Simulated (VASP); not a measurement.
**SnGeTe3: single point with PBE**

Crystal: SnGeTe3.

```
CELL_PARAMETERS angstrom
5.27561 0.00000 0.00000
0.00000 5.27561 0.00000
0.00000 0.00000 5.27561
ATOMIC_POSITIONS crystal
Sn 0.00000 0.00000 0.00000
Ge 0.50000 0.50000 0.50000
Te 0.00000 0.50000 0.50000
Te 0.50000 0.00000 0.50000
Te 0.50000 0.50000 0.00000
```

```
Program                : VASP 6.6.1
Task                   : single point
Functional             : PBE
Potentials or basis    : VASP PAW PBE potentials, release 64 (Sn_d, Ge_d, Te)
Cutoff                 : 500 eV
k mesh                 : 4 × 4 × 4
Occupations            : gaussian, width 0.1 eV
Spin                   : no spin polarisation
Dipole correction      : no
Further INCAR settings : ALGO = Normal; EDIFF = 1e-06; NBANDS = 31
```

```yaml
Pressure: 5.1 GPa
Band_gap_on_the_k_mesh: zero (band 23 reaches 7.24 eV, above the bottom of band 24 at 5.46 eV)
```

Levels at points of the mesh, in eV from the Fermi level:
```tsv
k point	band 19	band 20	band 21	band 22	band 23	band 24	band 25	band 26	band 27	band 28
(0.00, 0.00, 0.00)	-1.35	-1.35	-1.35	-0.80	-0.80	-0.80	3.03	3.03	3.03	3.91
(0.50, 0.00, 0.00)	-2.40	-1.51	-1.32	-0.64	-0.64	-0.19	1.52	1.83	1.83	2.26
(0.50, 0.50, 0.00)	-2.47	-1.85	-1.85	-0.57	0.21	0.83	0.83	0.93	1.64	3.38
(0.50, 0.50, 0.50)	-0.53	-0.53	0.99	0.99	0.99	1.30	1.30	1.30	2.78	2.91
```

Wall time 32 s on 1 thread of AMD EPYC 9R45 96-Core Processor (Zen 5), with other jobs on the host, peak memory 0.23 GiB.

Caveat: spin-orbit coupling is left out, which moves the levels of the heavy elements.
